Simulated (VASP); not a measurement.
# Lu3Si in VASP: further runs

Runs on Lu3Si. Level: PBEsol. Tasks: single point.

Everything below comes from runs of VASP 6.6.1. Logs are shortened: lines on timing, memory, paths and dates and some standing lists are left out, and cuts for length are marked.

**1. The cell of the first run**

Symmetry: Pm-3m, No. 221, cubic system. The conventional cell has a = 4.541 Å, b = 4.541 Å, c = 4.541 Å, α = 90.00°, β = 90.00°, γ = 90.00°. Lu (site symmetry 4/mmm) has 8 Lu at 3.21 Å and 4 Si at 3.21 Å within 4.2 Å. Si (site symmetry m-3m) has 12 Lu at 3.21 Å within 4.2 Å.

**2. Single point, PBEsol**

Input file INCAR:

```
SYSTEM = Lu3Si
ALGO = Normal ; EDIFF = 1E-7
ENCUT = 520 ; GGA = PS
ISIF = 2 ; ISMEAR = -1
LASPH = .True. ; LCHARG = .False.
LREAL = .False. ; LWAVE = .False.
NBANDS = 48 ; NELM = 80
PREC = Accurate ; SIGMA = 0.1
```

Input file KPOINTS:

```
k-points
0
Gamma
  5 5 5
  0 0 0
```

Input file POSCAR:

```
Lu3Si
1.0
    4.5414190000      0.0000000000      0.0000000000
    0.0000000000      4.5414190000      0.0000000000
    0.0000000000      0.0000000000      4.5414190000
Lu Si
3 1
Direct
    0.0000000000      0.5000000000      0.5000000000
    0.5000000000      0.0000000000      0.5000000000
    0.5000000000      0.5000000000      0.0000000000
    0.0000000000      0.0000000000      0.0000000000
```

Potentials or basis: VASP PAW PBE potentials, release 64 (Lu, Si).

Run with:

```sh
cat potpaw_PBE.64/Lu/POTCAR potpaw_PBE.64/Si/POTCAR > POTCAR
mpirun -np 1 vasp_std > vasp.out
```

OUTCAR:

```text
SYSTEM = Lu3Si
   EDIFF = 1E-7
   ENCUT = 520
   GGA = PS
   ISIF = 2
   ISMEAR = -1
   LASPH = .True.
   LREAL = .False.
   NELM = 80
   PREC = Accurate

 ion  position               nearest neighbor table
   1  0.000  0.500  0.500-   2 3.21   3 3.21   4 3.21   3 3.21   4 3.21   2 3.21   4 3.21   4 3.21
                             2 3.21   3 3.21   3 3.21   2 3.21
   2  0.500  0.000  0.500-   1 3.21   3 3.21   4 3.21   3 3.21   4 3.21   1 3.21   3 3.21   3 3.21
                             1 3.21   4 3.21   4 3.21   1 3.21
   3  0.500  0.500  0.000-   1 3.21   2 3.21   4 3.21   1 3.21   2 3.21   2 3.21   4 3.21   2 3.21
                             1 3.21   4 3.21   1 3.21   4 3.21
   4  0.000  0.000  0.000-   1 3.21   2 3.21   3 3.21   1 3.21   2 3.21   1 3.21   3 3.21   1 3.21
                             2 3.21   3 3.21   2 3.21   3 3.21

  LATTYP: Found a simple cubic cell.
 ALAT       =     4.5414190000

  Lattice vectors:

 A1 = (   4.5414190000,   0.0000000000,   0.0000000000)
 A2 = (   0.0000000000,   4.5414190000,   0.0000000000)
 A3 = (   0.0000000000,   0.0000000000,   4.5414190000)

Analysis of symmetry for initial positions (statically):
=====================================================================
 Subroutine PRICEL returns:
 Original cell was already a primitive cell.

 Routine SETGRP: Setting up the symmetry group for a
 simple cubic supercell.

 Subroutine GETGRP returns: Found 48 space group operations
 (whereof 48 operations were pure point group operations)
 out of a pool of 48 trial point group operations.

The static configuration has the point symmetry O_h .

Analysis of symmetry for dynamics (positions and initial velocities):
=====================================================================
 Subroutine PRICEL returns:
 Original cell was already a primitive cell.

 Routine SETGRP: Setting up the symmetry group for a
 simple cubic supercell.

 Subroutine GETGRP returns: Found 48 space group operations
 (whereof 48 operations were pure point group operations)
 out of a pool of 48 trial point group operations.

The dynamic configuration has the point symmetry O_h .

 Subroutine INISYM returns: Found 48 space group operations
 (whereof 48 operations are pure point group operations),
 and found     1 'primitive' translations

----------------------------------------------------------------------------------------

                                     Primitive cell

  volume of cell :      93.6644

  direct lattice vectors                    reciprocal lattice vectors
     4.541419000  0.000000000  0.000000000     0.220195494  0.000000000  0.000000000
     0.000000000  4.541419000  0.000000000     0.000000000  0.220195494  0.000000000
     0.000000000  0.000000000  4.541419000     0.000000000  0.000000000  0.220195494

  length of vectors
     4.541419000  4.541419000  4.541419000     0.220195494  0.220195494  0.220195494

  position of ions in fractional coordinates (direct lattice)
     0.000000000  0.500000000  0.500000000
     0.500000000  0.000000000  0.500000000
     0.500000000  0.500000000  0.000000000
     0.000000000  0.000000000  0.000000000

  ion indices of the primitive-cell ions
   primitive index   ion index
                 1           1
                 2           2
                 3           3
                 4           4

----------------------------------------------------------------------------------------

 KPOINTS: k-points

Automatic generation of k-mesh.
 Grid dimensions read from file:
 generate k-points for:    5    5    5

 Generating k-lattice:

  Cartesian coordinates                     Fractional coordinates (reciprocal lattice)
     0.044039099  0.000000000  0.000000000     0.200000000  0.000000000  0.000000000
     0.000000000  0.044039099  0.000000000     0.000000000  0.200000000  0.000000000
     0.000000000  0.000000000  0.044039099     0.000000000  0.000000000  0.200000000

  Length of vectors
     0.044039099  0.044039099  0.044039099

  Shift w.r.t. Gamma in fractional coordinates (k-lattice)
     0.000000000  0.000000000  0.000000000

 Subroutine IBZKPT returns following result:
 ===========================================

 Found     10 irreducible k-points:

 Following reciprocal coordinates:
            Coordinates               Weight
  0.000000  0.000000  0.000000      1.000000
  0.200000  0.000000  0.000000      6.000000
  0.400000  0.000000  0.000000      6.000000
  0.200000  0.200000  0.000000     12.000000
  0.400000  0.200000  0.000000     24.000000
  0.400000  0.400000  0.000000     12.000000
  0.200000  0.200000  0.200000      8.000000
  0.400000  0.200000  0.200000     24.000000
  0.400000  0.400000  0.200000     24.000000
  0.400000  0.400000  0.400000      8.000000
   k-points           NKPTS =     10   k-points in BZ     NKDIM =     10   number of bands    NBANDS=     48
   number of dos      NEDOS =    301   number of ions     NIONS =      4
   total plane-waves  NPLWV =  46656
   dimension x,y,z NGX =    36 NGY =   36 NGZ =   36
   dimension x,y,z NGXF=    72 NGYF=   72 NGZF=   72
   ions per type =               3   1
   NGX,Y,Z   is equivalent  to a cutoff of  13.18, 13.18, 13.18 a.u.
   NGXF,Y,Z  is equivalent  to a cutoff of  26.36, 26.36, 26.36 a.u.
 SYSTEM =  Lu3Si
   PREC   = accura    normal or accurate (medium, high low for compatibility)
   ISTART =      0    job   : 0-new  1-cont  2-samecut
   ICHARG =      2    charge: 1-file 2-atom 10-const
   ISPIN  =      1    spin polarized calculation?
   LNONCOLLINEAR =      F non collinear calculations
   LSORBIT =      F    spin-orbit coupling
   LASPH  =      T    aspherical Exc in radial PAW
   ENCUT  =  520.0 eV  38.22 Ry    6.18 a.u.   8.44  8.44  8.44*2*pi/ulx,y,z
   NELM   =     80;   NELMIN=  2; NELMDL= -5     # of ELM steps
   EDIFF  = 0.1E-06   stopping-criterion for ELM
   LREAL  =      F    real-space projection
   EDIFFG = 0.1E-05   stopping-criterion for IOM
   NSW    =      0    number of steps for IOM
   IBRION =     -1    ionic relax: 0-MD 1-quasi-New 2-CG
   NFREE  =      0    steps in history (QN), initial steepest desc. (CG)
   ISIF   =      2    stress and relaxation
   ISYM   =      2    0-nonsym 1-usesym 2-fastsym
   POTIM  = 0.5000    time-step for ionic-motion
   TEBEG  =    0.0;   TEEND  =   0.0 temperature during run
   PSTRESS=    0.0 pullay stress
   NELECT =      79.0000    total number of electrons
   NUPDOWN=      -1.0000    fix difference up-down
   EMIN   =  10.00;   EMAX   =-10.00  energy-range for DOS
   EFERMI =   0.00;   METHOD = LEGACY
   ISMEAR =    -1;   SIGMA  =   0.10  broadening in eV -4-tet -1-fermi 0-gaus
   EFERMI_NEDOS =   21; number of points for ismear=-14 and -15
   IALGO  =     38    algorithm
   IMIX   =      4    mixing-type and parameters
     AMIX     =   0.40;   BMIX     =  1.00
     AMIX_MAG =   1.60;   BMIX_MAG =  1.00
  volume/ion in A,a.u.               =      23.42       158.02
  Fermi-wavevector in a.u.,A,eV,Ry     =   1.546770  2.922971 32.551886  2.392496
  Thomas-Fermi vector in A             =   2.651958
   LORBIT       =      0    0 simple, 1 ext, 2 COOP (PROOUT), +10 PAW based schemes
   GGA     = PS    functional components
   LHFCALC =     F    Hartree Fock is set to
   AEXX    =    0.0000 exact exchange contribution
   IVDW    =     0    specifies the selected vdW correction
   LEPSILON=     F    determine dielectric tensor
   LRPA    =     F    only Hartree local field effects (RPA)
 non-spin polarized calculation
  energy-cutoff  :      520.00
  volume of cell :       93.66
 maximum number of plane-waves:      2542
 NGX is ok and might be reduce to    36
   NGX = 17   NGY = 17   NGZ = 17

 number of electron      79.0000036 magnetization

 Free energy of the ion-electron system (eV)
  ---------------------------------------------------
  ext. energy  EPLUGINS =         0.00000000
  ---------------------------------------------------
  free energy    TOTEN  =       -21.77689566 eV

  energy without entropy =      -21.63380580  energy(sigma->0) =      -21.70535073

 E-fermi :   3.6257     XC(G=0): -11.2748

 val. band max:        3.5665767567   @ k =   0.4000   0.0000   0.0000
 cond. band min:       3.7127954756   @ k =   0.4000   0.2000   0.2000
 fundamental gap:      0.1462187189
 Fermi energy:         3.6257235757

 k-point     1 :       0.0000    0.0000    0.0000
  band No.  band energies     occupation
      1     -52.5129      2.00000
      2     -52.4345      2.00000
      3     -52.4345      2.00000
      4     -23.5068      2.00000
      5     -23.5068      2.00000
      6     -23.5068      2.00000
[... 40 lines left out ...]
     47       7.1721      0.00000
     48       9.6260      0.00000

 k-point     2 :       0.2000    0.0000    0.0000
  band No.  band energies     occupation
      1     -52.5064      2.00000
      2     -52.4410      2.00000
      3     -52.4344      2.00000
      4     -23.4719      2.00000
      5     -23.4719      2.00000
      6     -23.4531      2.00000
[... 40 lines left out ...]
     47       7.5549      0.00000
     48       8.4329      0.00000

 k-point     3 :       0.4000    0.0000    0.0000
  band No.  band energies     occupation
      1     -52.4910      2.00000
      2     -52.4563      2.00000
      3     -52.4344      2.00000
      4     -23.3989      2.00000
      5     -23.3989      2.00000
      6     -23.3069      2.00000
[... 40 lines left out ...]
     47       7.1267      0.00000
     48       7.1268      0.00000

 k-point     4 :       0.2000    0.2000    0.0000
  band No.  band energies     occupation
      1     -52.5003      2.00000
      2     -52.4435      2.00000
      3     -52.4380      2.00000
      4     -23.4946      2.00000
      5     -23.4358      2.00000
      6     -23.3621      2.00000
[... 40 lines left out ...]
     47       7.5778      0.00000
     48       7.7023      0.00000

 k-point     5 :       0.4000    0.2000    0.0000
  band No.  band energies     occupation
      1     -52.4859      2.00000
      2     -52.4564      2.00000
      3     -52.4393      2.00000
      4     -23.4426      2.00000
      5     -23.3579      2.00000
      6     -23.3090      2.00000
[... 40 lines left out ...]
     47       7.7210      0.00000
     48       7.7554      0.00000

 k-point     6 :       0.4000    0.4000    0.0000
  band No.  band energies     occupation
      1     -52.4732      2.00000
      2     -52.4580      2.00000
      3     -52.4502      2.00000
      4     -23.4641      2.00000
      5     -23.4112      2.00000
      6     -23.2578      2.00000
[... 40 lines left out ...]
     47       7.4527      0.00000
     48       7.6338      0.00000

 k-point     7 :       0.2000    0.2000    0.2000
  band No.  band energies     occupation
      1     -52.4948      2.00000
      2     -52.4434      2.00000
      3     -52.4434      2.00000
      4     -23.5388      2.00000
      5     -23.3482      2.00000
      6     -23.3482      2.00000
[... 40 lines left out ...]
     47       7.8681      0.00000
     48       7.8958      0.00000

 k-point     8 :       0.4000    0.2000    0.2000
  band No.  band energies     occupation
      1     -52.4817      2.00000
      2     -52.4564      2.00000
      3     -52.4433      2.00000
      4     -23.5235      2.00000
      5     -23.3369      2.00000
      6     -23.3208      2.00000
[... 40 lines left out ...]
     47       7.3559      0.00000
     48       7.5369      0.00000

 k-point     9 :       0.4000    0.4000    0.2000
  band No.  band energies     occupation
      1     -52.4710      2.00000
      2     -52.4579      2.00000
      3     -52.4523      2.00000
      4     -23.5728      2.00000
      5     -23.4261      2.00000
      6     -23.3268      2.00000
[... 40 lines left out ...]
     47       7.1381      0.00000
     48       7.6335      0.00000

 k-point    10 :       0.4000    0.4000    0.4000
  band No.  band energies     occupation
      1     -52.4653      2.00000
      2     -52.4578      2.00000
      3     -52.4578      2.00000
      4     -23.6819      2.00000
      5     -23.4289      2.00000
      6     -23.4235      2.00000
[... 40 lines left out ...]
     47       6.9256      0.00000
     48       7.4734      0.00000

------------------------ aborting loop because EDIFF is reached ----------------------------------------

  FORCE on cell =-STRESS in cart. coord.  units (eV):
  Direction    XX          YY          ZZ          XY          YZ          ZX
  --------------------------------------------------------------------------------------
  -------------------------------------------------------------------------------------
  Total       -2.0642083     -2.0642083     -2.0642083      0.0000000      0.0000000      0.0000000
  in kB      -35.3093228    -35.3093228    -35.3093228      0.0000000      0.0000000      0.0000000
  external PRESSURE =     -35.3093228 kB  Pullay stress =       0.0000000 kB

 VOLUME and BASIS-vectors are now :
 -----------------------------------------------------------------------------
  energy-cutoff  :      520.00
  volume of cell :       93.66
      direct lattice vectors                 reciprocal lattice vectors
     4.541419000  0.000000000  0.000000000     0.220195494  0.000000000  0.000000000
     0.000000000  4.541419000  0.000000000     0.000000000  0.220195494  0.000000000
     0.000000000  0.000000000  4.541419000     0.000000000  0.000000000  0.220195494

 POSITION                                       TOTAL-FORCE (eV/Angst)
 -----------------------------------------------------------------------------------
      0.00000      2.27071      2.27071         0.000000      0.000000      0.000000
      2.27071      0.00000      2.27071         0.000000      0.000000      0.000000
      2.27071      2.27071      0.00000         0.000000      0.000000      0.000000
      0.00000      0.00000      0.00000         0.000000      0.000000      0.000000
 -----------------------------------------------------------------------------------
    total drift:                                0.000000      0.000000      0.000000

  FREE ENERGIE OF THE ION-ELECTRON SYSTEM (eV)
  ---------------------------------------------------
  free  energy   TOTEN  =       -21.7768956561 eV

  energy  without entropy=      -21.6338058018  energy(sigma->0) =      -21.70535073
```

Wall time 3 min (1 thread of AMD EPYC, shared host); peak memory 0.19 GiB.

What came out:

```
Free energy            : -21.7769 eV
Pressure               : -3.5 GPa
Band gap on the k mesh : zero (an odd number of electrons rules out a gap without spin polarisation)
```

Levels at points of the mesh, in eV from the Fermi level:
```csv
k point,band 37,band 38,band 39,band 40,band 41,band 42,band 43,band 44
"(0.00, 0.00, 0.00)",-1.61,-0.68,-0.68,-0.68,-0.51,-0.51,-0.51,2.30
```

Caveat: the cell stands under tension; the PAW data sets were made with another functional, which shifts forces and pressure a little; spin-orbit coupling is left out, which moves the levels of the heavy elements.

**3. Single point, PBEsol**

Input file INCAR:

```
  PREC = Accurate
  ENCUT = 520
  EDIFF = 1E-7
  ISMEAR = -1
  SIGMA = 0.1
  LREAL = F
  LASPH = T
  NELM = 80
  ALGO = Normal
  ISIF = 2
  LWAVE = F
  LCHARG = F
  GGA = PS
  NBANDS = 48
```

Input file KPOINTS:

```
Automatic mesh
0
Gamma
  5 5 5
```

Changes to POSCAR since step 2:

```diff
@@ -11,2 +11,2 @@
     0.5000000000      0.5000000000      0.0000000000
-    0.0000000000      0.0000000000      0.0000000000
+    0.0000000000      0.0000000000     -0.0220195494
```

Potentials or basis: VASP PAW PBE potentials, release 64 (Lu, Si).

Run with:

```sh
cat potpaw_PBE.64/Lu/POTCAR potpaw_PBE.64/Si/POTCAR > POTCAR
mpirun -np 1 vasp_std > vasp.out
```

It took 5.7 min on 1 thread of AMD EPYC, shared host; peak memory 0.21 GiB.

The run converged. Its results:

```
Free energy            : -21.7648 eV
Pressure               : -3.5 GPa
Largest force          : 0.243 eV/Å
Band gap on the k mesh : zero (an odd number of electrons rules out a gap without spin polarisation)
```

Forces in eV/Å, atoms in the order of the input:
```
Lu   0.000  0.000 -0.043
Lu   0.000  0.000 -0.043
Lu   0.000  0.000 -0.157
Si   0.000  0.000  0.243
```

Stress tensor (GPa, compression positive):
```
-3.50  0.00  0.00
 0.00 -3.50  0.00
 0.00  0.00 -3.41
```

Levels at points of the mesh, in eV from the Fermi level:
| k point | band 37 | band 38 | band 39 | band 40 | band 41 | band 42 | band 43 | band 44 |
| --- | --- | --- | --- | --- | --- | --- | --- | --- |
| (0.00, 0.00, 0.00) | -1.60 | -0.77 | -0.77 | -0.68 | -0.43 | -0.41 | -0.41 | 2.30 |

Caveat: the cell stands under tension; the PAW data sets were made with another functional, which shifts forces and pressure a little; spin-orbit coupling is left out, which moves the levels of the heavy elements.

**4. Single point, PBEsol**

Input file INCAR:

```
ALGO = Normal
EDIFF = 1E-6
ENCUT = 520
GGA = PS
ISIF = 2
ISMEAR = -1
LASPH = True
LCHARG = False
LREAL = False
LWAVE = False
NBANDS = 48
NELM = 100
PREC = Accurate
SIGMA = 0.1
```

Input file KPOINTS:

```
k-points
0
Gamma
  5 5 5
```

Changes to POSCAR since step 3:

```diff
@@ -11,2 +11,2 @@
     0.5000000000      0.5000000000      0.0000000000
-    0.0000000000      0.0000000000     -0.0220195494
+    0.0000000000      0.0000000000      0.0220195494
```

Run with:

```sh
cat potpaw_PBE.64/Lu/POTCAR potpaw_PBE.64/Si/POTCAR > POTCAR
mpirun -np 1 vasp_std > vasp.out
```

Wall time 5.5 min (1 thread of AMD EPYC, shared host); peak memory 0.21 GiB.

Results (log left out):

* Free energy: -21.7648 eV
* Pressure: -3.5 GPa
* Largest force: 0.243 eV/Å
* Band gap on the k mesh: zero (an odd number of electrons rules out a gap without spin polarisation)

Forces on the atoms (eV/Å):
```
Lu   0.000  0.000  0.043
Lu   0.000  0.000  0.043
Lu   0.000  0.000  0.157
Si   0.000  0.000 -0.243
```

Stress tensor (GPa, compression positive):
```
-3.50  0.00  0.00
 0.00 -3.50  0.00
 0.00  0.00 -3.41
```

Levels at points of the mesh, in eV from the Fermi level:
```tsv
k point	band 36	band 37	band 38	band 39	band 40	band 41	band 42	band 43	band 44	band 45
(0.00, 0.00, 0.00)	-1.66	-1.60	-0.77	-0.77	-0.68	-0.43	-0.41	-0.41	2.30	3.55
```

Caveat: the cell stands under tension; the PAW data sets were made with another functional, which shifts forces and pressure a little; spin-orbit coupling is left out, which moves the levels of the heavy elements.

The gap in the log of VASP goes by the Fermi energy; the results here count the filled bands.